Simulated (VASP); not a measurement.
# BaTiO3 (Amm2) in VASP: further runs

The runs below take BaTiO3 through single point, with r2SCAN+U.

All numbers are computed with VASP 6.6.1; they aren't measurements. Logs are shortened: lines on timing, memory, paths and dates and some standing lists are left out, and cuts for length are marked.

**1. The cell of the first run**

Symmetry: Amm2, No. 38, orthorhombic system. Conventional cell: a = 3.995 Å, b = 5.685 Å, c = 5.696 Å, α = 90.00°, β = 90.00°, γ = 90.00°. Within 3.7 Å of Ba (site symmetry mm2) lie 12 O at 2.79 to 2.90 Å and 8 Ti at 3.44 to 3.52 Å. Within 2.5 Å of Ti (site symmetry mm2) lie 6 O at 1.91 to 2.12 Å. O (site symmetry mm2) has 2 Ti at 2.00 Å and 4 Ba at 2.79 to 2.90 Å and 8 O at 2.82 to 2.85 Å within 3.0 Å. Within 2.5 Å of O (site symmetry m) lie 2 Ti at 1.91 to 2.12 Å.

**2. Single point, r2SCAN+U**

The input, POSCAR:

```
BaTiO3
1.0
    3.9951440287      0.0000000000      0.0000000000
    0.0000000000      2.8424767306      2.8480072403
    0.0000000000     -2.8424767306      2.8480072403
Ba Ti O
1 1 3
Direct
    0.0000000000      0.0044061011      0.0044061011
    0.5000000000      0.5135753575      0.5135753575
    0.0000000000      0.4947134013      0.4947134013
    0.5000000000      0.4954342957      0.9880908444
    0.5000000000      0.9880908444      0.4954342957
```

The input, INCAR.step1:

```
SYSTEM = BaTiO3
  ALGO = Normal
  EDIFF = 1E-4
  ENCUT = 520
  GGA = PE
  ISMEAR = 0
  LASPH = .TRUE.
  LCHARG = .FALSE.
  LDAU = .TRUE.
  LDAUJ = 0 0 0
  LDAUL = -1 2 -1
  LDAUTYPE = 2
  LDAUU = 0 4 0
  LMAXMIX = 4
  LREAL = .FALSE.
  LWAVE = .TRUE.
  NBANDS = 28
  NELM = 150
  PREC = Accurate
  SIGMA = 0.02
```

The input, INCAR.step2:

```
SYSTEM = BaTiO3
  ALGO = Normal
  EDIFF = 1E-6
  ENCUT = 520
  ISIF = 2
  ISMEAR = 0
  ISTART = 1
  LASPH = .TRUE.
  LCHARG = .FALSE.
  LDAU = .TRUE.
  LDAUJ = 0 0 0
  LDAUL = -1 2 -1
  LDAUPRINT = 1
  LDAUTYPE = 2
  LDAUU = 0 4 0
  LMAXMIX = 4
  LMIXTAU = .TRUE.
  LREAL = .FALSE.
  LWAVE = .FALSE.
  METAGGA = R2SCAN
  NBANDS = 28
  NELM = 150
  PREC = Accurate
  SIGMA = 0.02
```

The input, KPOINTS:

```
k-points
0
G
  6 6 6
  0 0 0
```

Potentials or basis: VASP PAW PBE potentials, release 64 (Ba_sv, Ti_sv, O).

On the command line:

```
$ cat potpaw_PBE.64/Ba_sv/POTCAR potpaw_PBE.64/Ti_sv/POTCAR potpaw_PBE.64/O/POTCAR > POTCAR
$ cp INCAR.step1 INCAR
$ mpirun -np 1 vasp_std > vasp.out
$ cp INCAR.step2 INCAR
$ mpirun -np 1 vasp_std > vasp.out
```

OUTCAR:

```text
SYSTEM = BaTiO3
   EDIFF = 1E-6
   ENCUT = 520
   ISIF = 2
   ISMEAR = 0
   ISTART = 1
   LASPH = .TRUE.
   LREAL = .FALSE.
   METAGGA = R2SCAN
   NELM = 150
   PREC = Accurate

 ion  position               nearest neighbor table
   1  0.000  0.004  0.004-   3 2.79   4 2.81   5 2.81   4 2.81   5 2.81   3 2.84   3 2.84   5 2.86
                             4 2.86   5 2.86   4 2.86   3 2.90   2 3.44   2 3.44   2 3.47   2 3.47
   2  0.500  0.514  0.514-   4 1.91   5 1.91   3 2.00   3 2.00   5 2.12   4 2.12   1 3.44   1 3.44
                             1 3.47   1 3.47   1 3.47   1 3.47   1 3.52   1 3.52
   3  0.000  0.495  0.495-   2 2.00   2 2.00   1 2.79   1 2.84   1 2.84   1 2.90
   4  0.500  0.495  0.988-   2 1.91   2 2.12   1 2.81   1 2.81   1 2.86   1 2.86
   5  0.500  0.988  0.495-   2 1.91   2 2.12   1 2.81   1 2.81   1 2.86   1 2.86

  LATTYP: Found a base centered orthorhombic cell.
 ALAT       =     5.6849534612
 B/A-ratio  =     1.0019456658
 C/A-ratio  =     0.7027575610

  Lattice vectors:

 A1 = (   0.0000000000,   2.8424767306,  -2.8480072403)
 A2 = (   0.0000000000,   2.8424767306,   2.8480072403)
 A3 = (   3.9951440287,   0.0000000000,   0.0000000000)

Analysis of symmetry for initial positions (statically):
=====================================================================
 Subroutine PRICEL returns:
 Original cell was already a primitive cell.

 Routine SETGRP: Setting up the symmetry group for a
 base centered orthorhombic supercell.

 Subroutine GETGRP returns: Found  4 space group operations
 (whereof  4 operations were pure point group operations)
 out of a pool of  8 trial point group operations.

The static configuration has the point symmetry C_2v.

Analysis of symmetry for dynamics (positions and initial velocities):
=====================================================================
 Subroutine PRICEL returns:
 Original cell was already a primitive cell.

 Routine SETGRP: Setting up the symmetry group for a
 base centered orthorhombic supercell.

 Subroutine GETGRP returns: Found  4 space group operations
 (whereof  4 operations were pure point group operations)
 out of a pool of  8 trial point group operations.

The dynamic configuration has the point symmetry C_2v.

 Subroutine INISYM returns: Found  4 space group operations
 (whereof  4 operations are pure point group operations),
 and found     1 'primitive' translations

----------------------------------------------------------------------------------------

                                     Primitive cell

  volume of cell :      64.6845

  direct lattice vectors                    reciprocal lattice vectors
     3.995144029  0.000000000  0.000000000     0.250303867  0.000000000  0.000000000
     0.000000000  2.842476731  2.848007240     0.000000000  0.175902935  0.175561351
     0.000000000 -2.842476731  2.848007240     0.000000000 -0.175902935  0.175561351

  length of vectors
     3.995144029  4.023781704  4.023781704     0.250303867  0.248522898  0.248522898

  position of ions in fractional coordinates (direct lattice)
     0.000000000  0.004406101  0.004406101
     0.500000000  0.513575358  0.513575358
     0.000000000  0.494713401  0.494713401
     0.500000000  0.495434296  0.988090844
     0.500000000  0.988090844  0.495434296

  ion indices of the primitive-cell ions
   primitive index   ion index
                 1           1
                 2           2
                 3           3
                 4           4
                 5           5

----------------------------------------------------------------------------------------

 KPOINTS: k-points

[... 57 lines left out ...]
 SYSTEM =  BaTiO3
   PREC   = accura    normal or accurate (medium, high low for compatibility)
   ISTART =      1    job   : 0-new  1-cont  2-samecut
   ICHARG =      0    charge: 1-file 2-atom 10-const
   ISPIN  =      1    spin polarized calculation?
   LNONCOLLINEAR =      F non collinear calculations
   LSORBIT =      F    spin-orbit coupling
   LASPH  =      T    aspherical Exc in radial PAW
   ENCUT  =  520.0 eV  38.22 Ry    6.18 a.u.   7.43  7.48  7.48*2*pi/ulx,y,z
   NELM   =    150;   NELMIN=  2; NELMDL=  0     # of ELM steps
   EDIFF  = 0.1E-05   stopping-criterion for ELM
   LREAL  =      F    real-space projection
   EDIFFG = 0.1E-04   stopping-criterion for IOM
   NSW    =      0    number of steps for IOM
   IBRION =     -1    ionic relax: 0-MD 1-quasi-New 2-CG
   NFREE  =      0    steps in history (QN), initial steepest desc. (CG)
   ISIF   =      2    stress and relaxation
   ISYM   =      2    0-nonsym 1-usesym 2-fastsym
   POTIM  = 0.5000    time-step for ionic-motion
   TEBEG  =    0.0;   TEEND  =   0.0 temperature during run
   PSTRESS=    0.0 pullay stress
   NELECT =      40.0000    total number of electrons
   NUPDOWN=      -1.0000    fix difference up-down
   EMIN   =  10.00;   EMAX   =-10.00  energy-range for DOS
   EFERMI =   0.00;   METHOD = LEGACY
   ISMEAR =     0;   SIGMA  =   0.02  broadening in eV -4-tet -1-fermi 0-gaus
   EFERMI_NEDOS =   21; number of points for ismear=-14 and -15
   IALGO  =     38    algorithm
   IMIX   =      4    mixing-type and parameters
     AMIX     =   0.40;   BMIX     =  1.00
     AMIX_MAG =   1.60;   BMIX_MAG =  1.00
  volume/ion in A,a.u.               =      12.94        87.30
  Fermi-wavevector in a.u.,A,eV,Ry     =   1.394745  2.635685 26.467582  1.945312
  Thomas-Fermi vector in A             =   2.518264
   LORBIT       =      0    0 simple, 1 ext, 2 COOP (PROOUT), +10 PAW based schemes
 LDA+U is selected, type is set to LDAUTYPE =  2
   angular momentum for each species LDAUL =    -1    2   -1
   U (eV)           for each species LDAUU =   0.0  4.0  0.0
   J (eV)           for each species LDAUJ =   0.0  0.0  0.0
   METAGGA = R2SCAN    functional components
   LHFCALC =     F    Hartree Fock is set to
   AEXX    =    0.0000 exact exchange contribution
   IVDW    =     0    specifies the selected vdW correction
   LEPSILON=     F    determine dielectric tensor
   LRPA    =     F    only Hartree local field effects (RPA)
 non-spin polarized calculation
 Gauss-broadening in eV      SIGMA  =   0.02
  energy-cutoff  :      520.00
  volume of cell :       64.68
 maximum number of plane-waves:      1765
 NGX is ok and might be reduce to    30
   NGX = 15   NGY = 15   NGZ = 15

atom =   2  type =  2  l = 2

 onsite density matrix

spin component  1

  0.0977  0.0000  0.0000  0.0000  0.0000
  0.0000  0.2385  0.0000  0.0000  0.0000
  0.0000  0.0000  0.1306  0.0000 -0.0558
  0.0000  0.0000  0.0000  0.0971  0.0000
  0.0000  0.0000 -0.0558  0.0000  0.2044

spin component  2

  0.0977  0.0000  0.0000  0.0000  0.0000
  0.0000  0.2385  0.0000  0.0000  0.0000
  0.0000  0.0000  0.1306  0.0000 -0.0558
  0.0000  0.0000  0.0000  0.0971  0.0000
  0.0000  0.0000 -0.0558  0.0000  0.2044

 occupancies and eigenvectors

  o =  0.0971  v =  0.0000  0.0000  0.0000  1.0000  0.0000  0.0000  0.0000  0.0000  0.0000  0.0000      0.0000  0.0000  0.0000  0.0000  0.0000  0.0000  0.0000  0.0000  0.0000  0.0000
  o =  0.0971  v =  0.0000  0.0000  0.0000  0.0000  0.0000  0.0000  0.0000  0.0000  1.0000  0.0000      0.0000  0.0000  0.0000  0.0000  0.0000  0.0000  0.0000  0.0000  0.0000  0.0000
  o =  0.0977  v =  1.0000  0.0000  0.0000  0.0000  0.0000  0.0000  0.0000  0.0000  0.0000  0.0000      0.0000  0.0000  0.0000  0.0000  0.0000  0.0000  0.0000  0.0000  0.0000  0.0000
  o =  0.0977  v =  0.0000  0.0000  0.0000  0.0000  0.0000  1.0000  0.0000  0.0000  0.0000  0.0000      0.0000  0.0000  0.0000  0.0000  0.0000  0.0000  0.0000  0.0000  0.0000  0.0000
  o =  0.1006  v =  0.0000  0.0000 -0.8809  0.0000 -0.4734  0.0000  0.0000  0.0000  0.0000  0.0000      0.0000  0.0000  0.0000  0.0000  0.0000  0.0000  0.0000  0.0000  0.0000  0.0000
  o =  0.1006  v =  0.0000  0.0000  0.0000  0.0000  0.0000  0.0000  0.0000 -0.8809  0.0000 -0.4734      0.0000  0.0000  0.0000  0.0000  0.0000  0.0000  0.0000  0.0000  0.0000  0.0000
  o =  0.2344  v =  0.0000  0.0000  0.0000  0.0000  0.0000  0.0000  0.0000 -0.4734  0.0000  0.8809      0.0000  0.0000  0.0000  0.0000  0.0000  0.0000  0.0000  0.0000  0.0000  0.0000
  o =  0.2344  v =  0.0000  0.0000 -0.4734  0.0000  0.8809  0.0000  0.0000  0.0000  0.0000  0.0000      0.0000  0.0000  0.0000  0.0000  0.0000  0.0000  0.0000  0.0000  0.0000  0.0000
  o =  0.2385  v =  0.0000  0.0000  0.0000  0.0000  0.0000  0.0000  1.0000  0.0000  0.0000  0.0000      0.0000  0.0000  0.0000  0.0000  0.0000  0.0000  0.0000  0.0000  0.0000  0.0000
  o =  0.2385  v =  0.0000  1.0000  0.0000  0.0000  0.0000  0.0000  0.0000  0.0000  0.0000  0.0000      0.0000  0.0000  0.0000  0.0000  0.0000  0.0000  0.0000  0.0000  0.0000  0.0000

 number of electron      39.9999992 magnetization

 Free energy of the ion-electron system (eV)
  ---------------------------------------------------
  ext. energy  EPLUGINS =         0.00000000
  ---------------------------------------------------
  free energy    TOTEN  =       -71.63942210 eV

  energy without entropy =      -71.63942210  energy(sigma->0) =      -71.63942210

 E-fermi :   3.7552     XC(G=0): -11.8679

 val. band max:        3.5953005910   @ k =   0.5000   0.5000   0.5000
 cond. band min:       6.4243489428   @ k =   0.0000   0.0000   0.0000
 fundamental gap:      2.8290483518
 Fermi energy:         3.7552451484

 k-point     1 :       0.0000    0.0000    0.0000
  band No.  band energies     occupation
      1     -56.2563      2.00000
      2     -31.3829      2.00000
      3     -31.3794      2.00000
      4     -31.3593      2.00000
      5     -21.9185      2.00000
      6     -14.2985      2.00000
[... 733 lines left out ...]
     27      12.3566      0.00000
     28      12.8084      0.00000

 [... further k-points ...]

------------------------ aborting loop because EDIFF is reached ----------------------------------------

  FORCE on cell =-STRESS in cart. coord.  units (eV):
  Direction    XX          YY          ZZ          XY          YZ          ZX
  --------------------------------------------------------------------------------------
  -------------------------------------------------------------------------------------
  Total        1.4964818      1.6303620      1.5351417      0.0000000      0.0000000      0.0000000
  in kB       37.0664987     40.3825918     38.0240703      0.0000000      0.0000000      0.0000000
  external PRESSURE =      38.4910536 kB  Pullay stress =       0.0000000 kB

 VOLUME and BASIS-vectors are now :
 -----------------------------------------------------------------------------
  energy-cutoff  :      520.00
  volume of cell :       64.68
      direct lattice vectors                 reciprocal lattice vectors
     3.995144029  0.000000000  0.000000000     0.250303867  0.000000000  0.000000000
     0.000000000  2.842476731  2.848007240     0.000000000  0.175902935  0.175561351
     0.000000000 -2.842476731  2.848007240     0.000000000 -0.175902935  0.175561351

 POSITION                                       TOTAL-FORCE (eV/Angst)
 -----------------------------------------------------------------------------------
      0.00000      0.00000      0.02510         0.000000      0.000000     -0.021556
      1.99757      0.00000      2.92533         0.000000      0.000000     -0.521042
      0.00000      0.00000      2.81789         0.000000      0.000000      0.006298
      1.99757     -1.40036      4.22509         0.000000     -0.266978      0.268150
      1.99757      1.40036      4.22509         0.000000      0.266978      0.268150
 -----------------------------------------------------------------------------------
    total drift:                                0.000000      0.000003      0.009035

  FREE ENERGIE OF THE ION-ELECTRON SYSTEM (eV)
  ---------------------------------------------------
  free  energy   TOTEN  =       -71.6394220956 eV

  energy  without entropy=      -71.6394220956  energy(sigma->0) =      -71.63942210
```

Run time: 4.1 min. Hardware: 1 thread of AMD EPYC 7R13 (Zen 3), shared host; peak memory 0.21 GiB.

Results:

| Property | Result |
| --- | --- |
| Free energy | -71.6394 eV |
| Pressure | 3.8 GPa |
| Largest force | 0.521 eV/Å |
| Band gap on the k mesh | 2.83 eV (least direct gap 3.15 eV) |

Forces on the atoms (eV/Å):
```
Ba   0.000  0.000 -0.022
Ti   0.000  0.000 -0.521
O    0.000  0.000  0.006
O    0.000 -0.267  0.268
O    0.000  0.267  0.268
```

Levels at points of the mesh, in eV from the valence-band top:
```
           k point  band 16  band 17  band 18  band 19  band 20  band 21  band 22  band 23  band 24  band 25
(0.00, 0.00, 0.00)    -1.22    -1.14    -0.35    -0.32    -0.32     2.83     2.88     2.93     4.39     4.41
(0.50, 0.00, 0.00)    -2.03    -1.68    -1.62    -0.99    -0.95     3.09     4.39     4.40     4.47     6.24
(0.00, 0.50, 0.00)    -1.92    -1.76    -1.68    -0.89    -0.84     3.02     4.38     4.42     4.43     6.30
(0.50, 0.50, 0.00)    -2.59    -1.92    -0.94    -0.92    -0.09     4.44     4.46     4.88     5.10     8.07
(0.00, 0.50, 0.50)    -2.60    -1.90    -0.93    -0.90    -0.16     4.44     4.44     4.84     5.22     8.01
(0.50, 0.50, 0.50)    -2.34    -2.33    -0.07    -0.01     0.00     5.07     5.07     5.13     7.16     7.26
```

Eigenvalues of the final occupation matrices:
```csv
site,spin,trace,eigenvalues
site 2 d,1,0.77,0.10 0.10 0.10 0.23 0.24
site 2 d,2,0.77,0.10 0.10 0.10 0.23 0.24
```

Caveat: the cell stands under pressure; the PAW data sets were made with another functional, which shifts forces and pressure a little; spin-orbit coupling is left out, which moves the levels of the heavy elements. A k mesh can miss the band edges.

**3. Single point, r2SCAN+U**

POSCAR is that of step 2.

The input, INCAR.step1:

```
ALGO     = Normal         # electronic algorithm
EDIFF    = 1E-4           # SCF threshold, eV
ENCUT    = 520            # plane-wave cutoff, eV
GGA      = PE             # functional
ISMEAR   = 0              # smearing method
LASPH    = T              # aspherical terms in the spheres
LCHARG   = F              # write CHGCAR
LDAU     = T              # DFT+U
LDAUJ    = 0 0 0        
LDAUL    = -1 2 -1        # shell
LDAUTYPE = 2            
LDAUU    = 0 4 0          # U, eV
LMAXMIX  = 4              # l up to which the mixer works
LREAL    = F              # projectors in reciprocal space
LWAVE    = T              # write WAVECAR
NBANDS   = 28             # bands
NELM     = 150            # most SCF steps
PREC     = Accurate       # precision mode
SIGMA    = 0.05           # smearing width, eV
```

The input, INCAR.step2:

```
ALGO     = Normal         # electronic algorithm
EDIFF    = 1E-6           # SCF threshold, eV
ENCUT    = 520            # plane-wave cutoff, eV
ISIF     = 2              # what is computed and relaxed
ISMEAR   = 0              # smearing method
ISTART   = 1            
LASPH    = T              # aspherical terms in the spheres
LCHARG   = T              # write CHGCAR
LDAU     = T              # DFT+U
LDAUJ    = 0 0 0        
LDAUL    = -1 2 -1        # shell
LDAUPRINT= 1            
LDAUTYPE = 2            
LDAUU    = 0 4 0          # U, eV
LELF     = T              # ELF
LMAXMIX  = 4              # l up to which the mixer works
LMIXTAU  = T            
LREAL    = F              # projectors in reciprocal space
LVHAR    = T            
LWAVE    = F              # write WAVECAR
METAGGA  = R2SCAN         # meta-GGA
NBANDS   = 28             # bands
NELM     = 150            # most SCF steps
PREC     = Accurate       # precision mode
SIGMA    = 0.05           # smearing width, eV
```

The input, KPOINTS:

```
k-points
0
Gamma
  6 6 6
```

Potentials or basis: VASP PAW PBE potentials, release 64 (Ba_sv, Ti_sv, O).

On the command line:

```
$ cat potpaw_PBE.64/Ba_sv/POTCAR potpaw_PBE.64/Ti_sv/POTCAR potpaw_PBE.64/O/POTCAR > POTCAR
$ cp INCAR.step1 INCAR
$ mpirun -np 1 vasp_std > vasp.out
$ cp INCAR.step2 INCAR
$ mpirun -np 1 vasp_std > vasp.out
```

It took 4.1 min on 1 thread of AMD EPYC 7R13 (Zen 3), shared host; peak memory 0.21 GiB.

The run converged. Its results:

```
Free energy            : -71.6394 eV
Pressure               : 3.8 GPa
Largest force          : 0.521 eV/Å
Band gap on the k mesh : 2.83 eV (least direct gap 3.15 eV)
```

Forces on the atoms (eV/Å):
```
Ba   0.000  0.000 -0.022
Ti   0.000  0.000 -0.521
O    0.000  0.000  0.006
O    0.000 -0.267  0.268
O    0.000  0.267  0.268
```

Stress tensor (GPa, compression positive):
```
3.71 0.00 0.00
0.00 4.04 0.00
0.00 0.00 3.80
```

Levels at points of the mesh, in eV from the valence-band top:
```
           k point  band 16  band 17  band 18  band 19  band 20  band 21  band 22  band 23  band 24  band 25
(0.00, 0.00, 0.00)    -1.22    -1.14    -0.35    -0.32    -0.32     2.83     2.88     2.93     4.39     4.41
(0.50, 0.00, 0.00)    -2.03    -1.68    -1.62    -0.99    -0.95     3.09     4.39     4.40     4.47     6.24
(0.00, 0.50, 0.00)    -1.92    -1.76    -1.68    -0.89    -0.84     3.02     4.38     4.42     4.43     6.30
(0.50, 0.50, 0.00)    -2.59    -1.92    -0.94    -0.92    -0.09     4.44     4.46     4.88     5.10     8.07
(0.00, 0.50, 0.50)    -2.60    -1.90    -0.93    -0.90    -0.16     4.44     4.44     4.84     5.22     8.01
(0.50, 0.50, 0.50)    -2.34    -2.33    -0.07    -0.01     0.00     5.07     5.07     5.13     7.16     7.26
```

Eigenvalues of the final occupation matrices:
```
    site  spin  trace               eigenvalues
site 2 d     1   0.77  0.10 0.10 0.10 0.23 0.24
site 2 d     2   0.77  0.10 0.10 0.10 0.23 0.24
```

Caveat: the cell stands under pressure; the PAW data sets were made with another functional, which shifts forces and pressure a little; spin-orbit coupling is left out, which moves the levels of the heavy elements. A k mesh can miss the band edges.
